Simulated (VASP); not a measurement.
KBr:

```
K Br
1.0
     0.03583    3.30225    3.30225
     3.30225    0.03583    3.30225
     3.33808    3.33808    0.00000
K Br
1 1
Direct
  0.00000 0.00000 0.00000
  0.50000 0.50000 0.50000
```

This cell differs from its parent crystal: shear xy strain +2.2%.

Base run:

| Item | Value |
| --- | --- |
| Program | VASP 6.6.1 |
| Functional | r2SCAN |
| Potentials or basis | VASP PAW PBE potentials, release 64 (K_sv, Br) |
| Cutoff | 520 eV |
| k mesh | 6 × 6 × 6 |
| Occupations | gaussian, width 0.01 eV |
| Spin | no spin polarisation |

Its results: band gap on the k mesh 5.05 eV, direct; pressure 0.0 GPa.

Question: The run is repeated on the same cell with these changes: functional from r2SCAN to PBE; occupations from gaussian, width 0.01 eV to fermi-dirac, width 0.02 eV. What comes out?

Answer: Band gap on the k mesh 4.40 eV, direct; pressure 0.7 GPa.

Caveats: the PAW data sets were made with another functional, which shifts forces and pressure a little (some runs).

